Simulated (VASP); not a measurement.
# GaP (I-4m2) in VASP: single point with PBE

Aim: the single point of GaP with PBE.

Program: VASP 6.6.1. These are calculated values, not measurements. Logs are shortened: lines on timing, memory, paths and dates and some standing lists are left out, and cuts for length are marked.

### 1 The cell of the first run

Symmetry: I-4m2, No. 119, tetragonal system. Conventional cell: a = 3.830 Å, b = 3.830 Å, c = 5.687 Å, α = 90.00°, β = 90.00°, γ = 90.00°. Ga (site symmetry -4m2) has 4 P at 2.39 Å within 3.2 Å. Within 3.2 Å of P (site symmetry -4m2) lie 4 Ga at 2.39 Å.

### 2 Single point, PBE

Input file INCAR:

```
ALGO = Normal ; EDIFF = 1E-6
ENCUT = 520 ; GGA = PE
ISIF = 2 ; ISMEAR = 0
LASPH = True ; LCHARG = False
LREAL = False ; LWAVE = False
NBANDS = 16 ; NELM = 80
PREC = Accurate ; SIGMA = 0.05
```

Input file KPOINTS:

```
k-points
0
Gamma
  10 10 10
```

Input file POSCAR:

```
GaP
1.0
    0.0000000000      2.7081332913      2.8435399558
    2.7081332913      0.0000000000      2.8435399558
    2.7081332913      2.7081332913      0.0000000000
Ga P
1 1
Direct
    0.0000000000      0.0000000000      0.0000000000
    0.7500000000      0.7500000000      0.7500000000
```

Potentials or basis: VASP PAW PBE potentials, release 64 (Ga_d, P).

Started as:

```
> cat potpaw_PBE.64/Ga_d/POTCAR potpaw_PBE.64/P/POTCAR > POTCAR
> mpirun -np 1 vasp_std > vasp.out
```

OUTCAR:

```text
EDIFF = 1E-6
   ENCUT = 520
   GGA = PE
   ISIF = 2
   ISMEAR = 0
   LASPH = True
   LREAL = False
   NELM = 80
   PREC = Accurate

 ion  position               nearest neighbor table
   1  0.000  0.000  0.000-   2 2.39   2 2.39   2 2.39   2 2.39
   2  0.750  0.750  0.750-   1 2.39   1 2.39   1 2.39   1 2.39

  LATTYP: Found a body centered tetragonal cell.
 ALAT       =     3.8298788293
 C/A-ratio  =     1.4849242405

  Lattice vectors:

 A1 = (  -2.7081332913,   0.0000000000,   2.8435399558)
 A2 = (   2.7081332913,   0.0000000000,   2.8435399558)
 A3 = (   0.0000000000,   2.7081332913,  -2.8435399558)

Analysis of symmetry for initial positions (statically):
=====================================================================
 Subroutine PRICEL returns:
 Original cell was already a primitive cell.

 Routine SETGRP: Setting up the symmetry group for a
 body centered tetragonal supercell.

 Subroutine GETGRP returns: Found  8 space group operations
 (whereof  8 operations were pure point group operations)
 out of a pool of 16 trial point group operations.

The static configuration has the point symmetry D_2d.

Analysis of symmetry for dynamics (positions and initial velocities):
=====================================================================
 Subroutine PRICEL returns:
 Original cell was already a primitive cell.

 Routine SETGRP: Setting up the symmetry group for a
 body centered tetragonal supercell.

 Subroutine GETGRP returns: Found  8 space group operations
 (whereof  8 operations were pure point group operations)
 out of a pool of 16 trial point group operations.

The dynamic configuration has the point symmetry D_2d.

 Subroutine INISYM returns: Found  8 space group operations
 (whereof  8 operations are pure point group operations),
 and found     1 'primitive' translations

----------------------------------------------------------------------------------------

                                     Primitive cell

  volume of cell :      41.7090

  direct lattice vectors                    reciprocal lattice vectors
     0.000000000  2.708133291  2.843539956    -0.184629022  0.184629022  0.175837163
     2.708133291  0.000000000  2.843539956     0.184629022 -0.184629022  0.175837163
     2.708133291  2.708133291  0.000000000     0.184629022  0.184629022 -0.175837163

  length of vectors
     3.926793272  3.926793272  3.829878829     0.314792724  0.314792724  0.314792724

  position of ions in fractional coordinates (direct lattice)
     0.000000000  0.000000000  0.000000000
     0.750000000  0.750000000  0.750000000

  ion indices of the primitive-cell ions
   primitive index   ion index
                 1           1
                 2           2

----------------------------------------------------------------------------------------

 KPOINTS: k-points

Automatic generation of k-mesh.
 Grid dimensions read from file:
 generate k-points for:   10   10   10

 Generating k-lattice:

  Cartesian coordinates                     Fractional coordinates (reciprocal lattice)
    -0.018462902  0.018462902  0.017583716     0.100000000 -0.000000000  0.000000000
     0.018462902 -0.018462902  0.017583716    -0.000000000  0.100000000  0.000000000
     0.018462902  0.018462902 -0.017583716     0.000000000  0.000000000  0.100000000

  Length of vectors
     0.031479272  0.031479272  0.031479272

  Shift w.r.t. Gamma in fractional coordinates (k-lattice)
     0.000000000  0.000000000  0.000000000

 Subroutine IBZKPT returns following result:
 ===========================================

 Found    102 irreducible k-points:

 Following reciprocal coordinates:
            Coordinates               Weight
  0.000000  0.000000  0.000000      1.000000
  0.100000  0.000000  0.000000      8.000000
  0.200000  0.000000  0.000000      8.000000
  0.300000  0.000000  0.000000      8.000000
  0.400000  0.000000  0.000000      8.000000
  0.500000 -0.000000  0.000000      4.000000
[... 16 lines left out ...]
  0.300000  0.300000  0.000000      2.000000
  0.400000  0.300000  0.000000      8.000000
 [... further k-points ...]
   k-points           NKPTS =    102   k-points in BZ     NKDIM =    102   number of bands    NBANDS=     16
   number of dos      NEDOS =    301   number of ions     NIONS =      2
   total plane-waves  NPLWV =  25200
   dimension x,y,z NGX =    30 NGY =   30 NGZ =   28
   dimension x,y,z NGXF=    60 NGYF=   60 NGZF=   56
   ions per type =               1   1
   NGX,Y,Z   is equivalent  to a cutoff of  12.70, 12.70, 12.15 a.u.
   NGXF,Y,Z  is equivalent  to a cutoff of  25.40, 25.40, 24.31 a.u.
 SYSTEM =  unknown system
   PREC   = accura    normal or accurate (medium, high low for compatibility)
   ISTART =      0    job   : 0-new  1-cont  2-samecut
   ICHARG =      2    charge: 1-file 2-atom 10-const
   ISPIN  =      1    spin polarized calculation?
   LNONCOLLINEAR =      F non collinear calculations
   LSORBIT =      F    spin-orbit coupling
   LASPH  =      T    aspherical Exc in radial PAW
   ENCUT  =  520.0 eV  38.22 Ry    6.18 a.u.   7.30  7.30  7.12*2*pi/ulx,y,z
   NELM   =     80;   NELMIN=  2; NELMDL= -5     # of ELM steps
   EDIFF  = 0.1E-05   stopping-criterion for ELM
   LREAL  =      F    real-space projection
   EDIFFG = 0.1E-04   stopping-criterion for IOM
   NSW    =      0    number of steps for IOM
   IBRION =     -1    ionic relax: 0-MD 1-quasi-New 2-CG
   NFREE  =      0    steps in history (QN), initial steepest desc. (CG)
   ISIF   =      2    stress and relaxation
   ISYM   =      2    0-nonsym 1-usesym 2-fastsym
   POTIM  = 0.5000    time-step for ionic-motion
   TEBEG  =    0.0;   TEEND  =   0.0 temperature during run
   PSTRESS=    0.0 pullay stress
   NELECT =      18.0000    total number of electrons
   NUPDOWN=      -1.0000    fix difference up-down
   EMIN   =  10.00;   EMAX   =-10.00  energy-range for DOS
   EFERMI =   0.00;   METHOD = LEGACY
   ISMEAR =     0;   SIGMA  =   0.05  broadening in eV -4-tet -1-fermi 0-gaus
   EFERMI_NEDOS =   21; number of points for ismear=-14 and -15
   IALGO  =     38    algorithm
   IMIX   =      4    mixing-type and parameters
     AMIX     =   0.40;   BMIX     =  1.00
     AMIX_MAG =   1.60;   BMIX_MAG =  1.00
  volume/ion in A,a.u.               =      20.85       140.73
  Fermi-wavevector in a.u.,A,eV,Ry     =   1.237150  2.337875 20.824279  1.530541
  Thomas-Fermi vector in A             =   2.371730
   LORBIT       =      0    0 simple, 1 ext, 2 COOP (PROOUT), +10 PAW based schemes
   GGA     = PE    functional components
   LHFCALC =     F    Hartree Fock is set to
   AEXX    =    0.0000 exact exchange contribution
   IVDW    =     0    specifies the selected vdW correction
   LEPSILON=     F    determine dielectric tensor
   LRPA    =     F    only Hartree local field effects (RPA)
 non-spin polarized calculation
 Gauss-broadening in eV      SIGMA  =   0.05
  energy-cutoff  :      520.00
  volume of cell :       41.71
 maximum number of plane-waves:      1138
 NGX is ok and might be reduce to    30
   NGX = 15   NGY = 15   NGZ = 15

 number of electron      18.0000006 magnetization

 Free energy of the ion-electron system (eV)
  ---------------------------------------------------
  ext. energy  EPLUGINS =         0.00000000
  ---------------------------------------------------
  free energy    TOTEN  =        -9.11169994 eV

  energy without entropy =       -9.11169994  energy(sigma->0) =       -9.11169994

 E-fermi :   4.6510     XC(G=0):  -9.7008

 val. band max:        4.4474631534   @ k =   0.0000   0.0000   0.0000
 cond. band min:       5.8651132646   @ k =   0.4000   0.0000   0.4000
 fundamental gap:      1.4176501113
 Fermi energy:         4.6510168444

 k-point     1 :       0.0000    0.0000    0.0000
  band No.  band energies     occupation
      1     -10.1631      2.00000
      2     -10.1478      2.00000
      3     -10.1478      2.00000
      4     -10.0670      2.00000
      5     -10.0592      2.00000
      6      -7.9147      2.00000
[... 8 lines left out ...]
     15      13.6591      0.00000
     16      14.5391      0.00000

 k-point     2 :       0.1000    0.0000    0.0000
  band No.  band energies     occupation
      1     -10.1651      2.00000
      2     -10.1508      2.00000
      3     -10.1452      2.00000
      4     -10.0673      2.00000
      5     -10.0588      2.00000
      6      -7.7896      2.00000
[... 8 lines left out ...]
     15      13.6950      0.00000
     16      14.0129      0.00000

 k-point     3 :       0.2000    0.0000    0.0000
  band No.  band energies     occupation
      1     -10.1806      2.00000
      2     -10.1475      2.00000
      3     -10.1386      2.00000
      4     -10.0677      2.00000
      5     -10.0574      2.00000
      6      -7.4272      2.00000
[... 8 lines left out ...]
     15      13.4592      0.00000
     16      14.4213      0.00000

 k-point     4 :       0.3000    0.0000    0.0000
  band No.  band energies     occupation
      1     -10.2020      2.00000
      2     -10.1410      2.00000
      3     -10.1318      2.00000
      4     -10.0668      2.00000
      5     -10.0542      2.00000
      6      -6.8739      2.00000
[... 8 lines left out ...]
     15      13.6632      0.00000
     16      14.1711      0.00000
[... 324 lines left out ...]
 k-point    22 :      -0.2000    0.2000    0.0000
  band No.  band energies     occupation
      1     -10.2070      2.00000
      2     -10.1364      2.00000
      3     -10.1276      2.00000
      4     -10.0722      2.00000
      5     -10.0529      2.00000
      6      -6.6582      2.00000
[... 8 lines left out ...]
     15      15.6466      0.00000
     16      16.2149      0.00000

 k-point    23 :       0.3000    0.3000    0.0000
  band No.  band energies     occupation
      1     -10.2321      2.00000
      2     -10.1120      2.00000
      3     -10.1120      2.00000
      4     -10.0742      2.00000
      5     -10.0564      2.00000
      6      -6.5862      2.00000
[... 8 lines left out ...]
     15      15.7360      0.00000
     16      17.6359      0.00000

 k-point    24 :       0.4000    0.3000    0.0000
  band No.  band energies     occupation
      1     -10.2418      2.00000
      2     -10.1079      2.00000
      3     -10.1053      2.00000
      4     -10.0758      2.00000
      5     -10.0550      2.00000
      6      -6.1058      2.00000
[... 8 lines left out ...]
     15      16.1967      0.00000
     16      17.7200      0.00000

 [... further k-points ...]

------------------------ aborting loop because EDIFF is reached ----------------------------------------

  FORCE on cell =-STRESS in cart. coord.  units (eV):
  Direction    XX          YY          ZZ          XY          YZ          ZX
  --------------------------------------------------------------------------------------
  -------------------------------------------------------------------------------------
  Total        0.3193307      0.3193307     -0.6865935      0.0000000     -0.0000000      0.0000000
  in kB       12.2665336     12.2665336    -26.3742966      0.0000000     -0.0000000      0.0000000
  external PRESSURE =      -0.6137432 kB  Pullay stress =       0.0000000 kB

 VOLUME and BASIS-vectors are now :
 -----------------------------------------------------------------------------
  energy-cutoff  :      520.00
  volume of cell :       41.71
      direct lattice vectors                 reciprocal lattice vectors
     0.000000000  2.708133291  2.843539956    -0.184629022  0.184629022  0.175837163
     2.708133291  0.000000000  2.843539956     0.184629022 -0.184629022  0.175837163
     2.708133291  2.708133291  0.000000000     0.184629022  0.184629022 -0.175837163

 POSITION                                       TOTAL-FORCE (eV/Angst)
 -----------------------------------------------------------------------------------
      0.00000      0.00000      0.00000        -0.000000     -0.000000     -0.000000
      4.06220      4.06220      4.26531         0.000000      0.000000      0.000000
 -----------------------------------------------------------------------------------
    total drift:                               -0.000006     -0.000006     -0.000001

  FREE ENERGIE OF THE ION-ELECTRON SYSTEM (eV)
  ---------------------------------------------------
  free  energy   TOTEN  =        -9.1116999374 eV

  energy  without entropy=       -9.1116999374  energy(sigma->0) =       -9.11169994
```

Run time: 52 s. Hardware: 1 thread of Intel Xeon Platinum 8259CL at 2.50GHz (Skylake/Cascade Lake), shared host; peak memory 0.21 GiB.

What came out:

```
Free energy            : -9.1117 eV
Pressure               : -0.1 GPa
Band gap on the k mesh : 1.42 eV, indirect (least direct gap 1.46 eV)
```

Stress tensor (GPa, compression positive):
```
 1.23  0.00  0.00
 0.00  1.23  0.00
 0.00  0.00 -2.64
```

Levels at points of the mesh, in eV from the valence-band top:
```
           k point  band 7  band 8  band 9  band 10  band 11  band 12
(0.00, 0.00, 0.00)   -0.29    0.00    0.00     1.46     3.78     3.78
(0.50, 0.00, 0.00)   -6.56   -1.37   -0.97     1.44     4.52     4.82
(0.50, 0.50, 0.00)   -6.91   -2.45   -2.45     1.85     2.06    10.28
(0.50, 0.00, 0.50)   -6.60   -2.79   -2.76     1.52     1.60    10.12
```
